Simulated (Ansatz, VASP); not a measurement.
One calculation of In, two programs

The input INCAR:

```
  PREC = Accurate
  ENCUT = 520
  EDIFF = 1E-7
  ISMEAR = 0
  SIGMA = 0.15
  LREAL = F
  LASPH = T
  NELM = 60
  ALGO = Fast
  ISIF = 2
  LWAVE = F
  LCHARG = T
  GGA = PE
  LELF = T
  LVHAR = T
  NBANDS = 12
```

Contents of KPOINTS:

```
Automatic mesh
0
Gamma
  20 20 20
```

POSCAR

```
In
1.0
   -1.7562420000      1.7562420000      2.6718660000
    1.7562420000     -1.7562420000      2.6718660000
    1.7562420000      1.7562420000     -2.6718660000
In
1
Direct
    0.0000000000      0.0000000000      0.0000000000
```

Input for Ansatz:

```yaml
crystal:
  lattice:
    - [-1.756242, 1.756242, 2.671866]
    - [1.756242, -1.756242, 2.671866]
    - [1.756242, 1.756242, -2.671866]
  atoms:
    - { symbol: In, position: [0.0, 0.0, 0.0] }
basis:
  ecutwfc: 420
kpoints:
  mp_grid: { grid: [20, 20, 20] }
hamiltonian:
  xc: pbe
scf:
  occupations: { method: gaussian, width: 0.15 }
output:
  forces: true
  stress: true
  eigenvalues: true
```

Change from the starting cell: strain +0.080 along x and y, +0.080 along z, atoms carried along.

Alike in both runs: task single point; functional PBE; k mesh 20 × 20 × 20; occupations gaussian, width 0.15 eV; no spin polarisation.

|  | VASP | Ansatz |
| --- | --- | --- |
| version | VASP 6.6.1 | Ansatz 0.2.0 |
| potentials or method | VASP PAW PBE potentials, release 64 (In_d), cutoff 520 eV | scalar-relativistic, plane waves, PAW |
| valence electrons in the cell | 13 | 13 |

```csv
,VASP,Ansatz,Ansatz less VASP
gap on the k mesh at the Fermi level (eV),none,none,-
pressure (GPa),-4.1,-4.0,+0.04
```

A gap of «none» marks a metal or a gap that the smearing closes.
